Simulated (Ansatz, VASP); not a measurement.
## One calculation of MnO, two programs

```
Mn O
1.0
     0.00000    2.26960    2.26960
     2.26960    0.00000    2.26960
     4.48017    4.48017    0.05902
Mn O
2 2
Direct
  0.00000 0.00000 0.00000
  0.00000 0.00000 0.50000
  0.50000 0.50000 0.25000
  0.50000 0.50000 0.75000
```

Alike in both runs: task single point; functional PBE; k mesh 12 × 12 × 6; occupations gaussian, width 0.05 eV; collinear spin; Hubbard terms Mn d U = 3.9 eV.

|  | VASP | Ansatz |
| --- | --- | --- |
| version | VASP 6.6.1 | Ansatz 0.2.0 |
| potentials or method | VASP PAW PBE potentials, release 64 (Mn_sv, O), cutoff 700 eV | scalar-relativistic, plane waves, PAW |
| valence electrons in the cell | 42 | 42 |

VASP gave:

```
gap on the k mesh at the Fermi level (eV)                     : 1.57
pressure (GPa)                                                : -2.8
net moment per atom (μB)                                      : 0.00
size of the moment on the site where the two differ most (μB) : 4.46
```

Question: What did Ansatz give for the same quantities?

Answer: gap on the k mesh at the Fermi level (eV): 1.60; pressure (GPa): 0.0; net moment per atom (μB): 0.00; size of the moment on the site where the two differ most (μB): 4.27.

Site moments also hang on the region over which each program counts them. The programs project onto different local orbitals, so the same U acts differently, and such runs can settle in different states. Ansatz's warnings: anti translation declined.
